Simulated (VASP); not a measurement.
Runs of VASP 6.6.1 on AgBr. The typed cell holds 4 atoms: a = 4.092 Å, b = 4.092 Å, c = 5.784 Å, α = 90.00°, β = 89.99°, γ = 90.00°. 

| level | potentials or basis | k mesh | cutoff (eV) | smearing | gap on the mesh (eV) | pressure (GPa) |
| --- | --- | --- | --- | --- | --- | --- |
| r2SCAN | VASP PAW PBE potentials, release 64 (Ag, Br) | 4 × 4 × 4 | 550 | gaussian 0.01 eV | 1.24 | 0.0 |
| PBEsol | VASP PAW PBE potentials, release 64 (Ag, Br) | 4 × 4 × 4, shifted | 500 | gaussian 0.01 eV | (b) | -2.7 |
| LDA | VASP PAW LDA potentials, release 64 (Ag, Br) | 4 × 4 × 4 | 500 | gaussian 0.01 eV | 0.41 | -5.0 |
| PBEsol | VASP PAW PBE potentials, release 64 (Ag, Br) | 4 × 4 × 4 | 500 | gaussian 0.01 eV | 0.51 | (a) |
| PBEsol | VASP PAW PBE potentials, release 64 (Ag, Br) | 4 × 4 × 4 | 500 | methfessel-paxton 0.2 eV | 0.51 | -2.6 |
| PBEsol | VASP PAW PBE potentials, release 64 (Ag, Br) | 4 × 4 × 4 | 500 | gaussian 0.2 eV | 0.51 | -2.6 |
| PBEsol | VASP PAW PBE potentials, release 64 (Ag, Br) | 4 × 4 × 4 | 500 | methfessel-paxton 0.05 eV | 0.51 | -2.6 |

Alike in all rows: task single point; no spin polarisation; cell as given.

Question: Estimate the missing entries.

Answer: (a) -2.5; (b) 2.04.

Caveats: the PAW data sets were made with another functional, which shifts forces and pressure a little (at least some runs); a shifted mesh leaves out Γ, where band edges can lie (at least some runs); the cell stands under tension (at least some runs).

A k mesh can miss the band edges, and the runs leave out spin-orbit coupling on Ag, Br.
